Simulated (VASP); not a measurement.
A run of VASP 6.6.1:

The input INCAR:

```
SYSTEM = FeO
PREC     = Accurate       ! precision mode
ENCUT    = 600            ! plane-wave cutoff, eV
EDIFF    = 1E-6           ! SCF threshold, eV
ISMEAR   = -1             ! smearing method
SIGMA    = 0.05           ! smearing width, eV
LREAL    = .False.        ! projectors in reciprocal space
LASPH    = .True.         ! aspherical terms in the spheres
NELM     = 200            ! most SCF steps
ALGO     = Normal         ! electronic algorithm
ISIF     = 2              ! what is computed and relaxed
LWAVE    = .False.        ! write WAVECAR
LCHARG   = .False.        ! write CHGCAR
ISPIN    = 2              ! spin polarisation
MAGMOM   = 3 0            ! initial moments
LORBIT   = 11             ! projections on sites
LMAXMIX  = 4              ! l up to which the mixer works
NBANDS   = 22             ! bands
GGA_COMPAT= .False.
```

Contents of KPOINTS:

```
regular mesh
0
Gamma
  9 9 9
  0 0 0
```

File POSCAR:

```
FeO
1.0
    1.5086271663      0.8710063006      2.5026668604
   -1.5086271663      0.8710063006      2.5026668604
    0.0000000000     -1.7420126011      2.5026668604
Fe O
1 1
Direct
    0.0000000000      0.0000000000      0.0000000000
    0.5000000000      0.5000000000      0.5000000000
```

Potentials or basis: VASP PAW LDA potentials, release 64 (Fe_sv, O).

Launch:

```sh
$ cat potpaw_LDA.64/Fe_sv/POTCAR potpaw_LDA.64/O/POTCAR > POTCAR
$ mpirun -np 1 vasp_std > vasp.out
```

Hardware: 1 thread of Intel(R) Xeon(R) 6975P-C (Granite Rapids) (shared host).

**Question.** How long does it take, and how much memory?

**Answer.** Wall time 34 s on 1 thread of Intel(R) Xeon(R) 6975P-C (Granite Rapids) (shared host), peak memory 0.18 GiB. Counts: scf iterations 14, k points 85.
